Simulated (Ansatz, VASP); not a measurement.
## Two plane-wave programs on Ti2RuC3

```
Ti Ru C
1.0
    -1.54446    2.16990    4.48820
     1.54446   -2.16990    4.48820
     1.54446    2.16990   -4.48820
Ti Ru C
2 1 3
Direct
  0.33211 0.33211 0.00000
  0.66789 0.66789 0.00000
  0.00000 0.00000 0.00000
  0.16909 0.66909 0.50000
  0.83091 0.33091 0.50000
  0.50000 0.00000 0.50000
```

Alike in both runs: functional PBE; k mesh 6 × 6 × 6; occupations gaussian, width 0.2 eV; no spin polarisation.

Ansatz relaxed the structure, and its values are those at the end. VASP's run is a single point on that final structure, the one shown.

|  | VASP | Ansatz |
| --- | --- | --- |
| version | VASP 6.6.1 | Ansatz 0.2.0 |
| potentials or method | VASP PAW PBE potentials, release 64 (Ti_sv, Ru_pv, C), cutoff 520 eV | scalar-relativistic, plane waves, PAW |
| valence electrons in the cell | 50 | 52 |

Ansatz gave:

* gap on the k mesh at the Fermi level (eV): none
* pressure (GPa): -0.4
* rms of the force components (eV/Å): 0.011

Problem. Which values does VASP return?

Solution. gap on the k mesh at the Fermi level (eV): none; pressure (GPa): -0.2; rms of the force components (eV/Å): 0.014.

A gap of «none» marks a metal or a gap that the smearing closes. VASP's potentials hold 50 valence electrons a cell and Ansatz's 52, so a difference there can come from the potentials and not from the codes.

The k mesh is coarse, so the values compare programs but aren't converged.
